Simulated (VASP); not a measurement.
# CaSe: single point with PBE

Crystal: CaSe.

```xyz
2
Lattice="0.0000 2.9675 2.8227 2.9675 0.0000 2.8227 2.9675 2.9675 0.0000" Properties=species:S:1:pos:R:3 pbc="T T T"
Ca    0.0000    0.0000    0.0000
Se    2.9675    2.9675    2.8227
```

This cell differs from its parent crystal: uniaxial z strain -4.9%.

| Property | Result |
| --- | --- |
| Program | VASP 6.6.1 |
| Task | single point |
| Functional | PBE |
| Potentials or basis | VASP PAW PBE potentials, release 64 (Ca_sv, Se) |
| Cutoff | 520 eV |
| k mesh | 4 × 4 × 4 |
| Occupations | gaussian, width 0.01 eV |
| Spin | no spin polarisation |
| Dipole correction | no |
| Further INCAR settings | ALGO = Normal; EDIFF = 1e-07; NBANDS = 15 |

```json
{
 "Pressure": "4.1 GPa",
 "Band gap on the k mesh": "1.86 eV, indirect (least direct gap 2.79 eV)"
}
```

Stress tensor (GPa, compression positive):
```
1.94 0.00 0.00
0.00 1.94 0.00
0.00 0.00 8.34
```

Levels at points of the mesh, in eV from the valence-band top:
```
           k point  band 6  band 7  band 8  band 9  band 10  band 11
(0.00, 0.00, 0.00)   -0.04   -0.04    0.00    3.38     3.54     3.54
(0.50, 0.00, 0.00)   -3.48   -1.34   -1.32    4.53     5.48     5.60
(0.50, 0.50, 0.00)   -2.53   -1.13   -1.13    1.86     5.15     5.15
(0.50, 0.00, 0.50)   -2.72   -0.97   -0.89    1.90     4.90     5.37
```

Wall time 34 s on 1 thread of AMD EPYC 7R13, on a shared host, peak memory 0.14 GiB.

Caveat: the k points lie up to 0.47 Å⁻¹ apart; the cell differs from its parent crystal (uniaxial z strain -4.9%). A k mesh can miss the band edges.
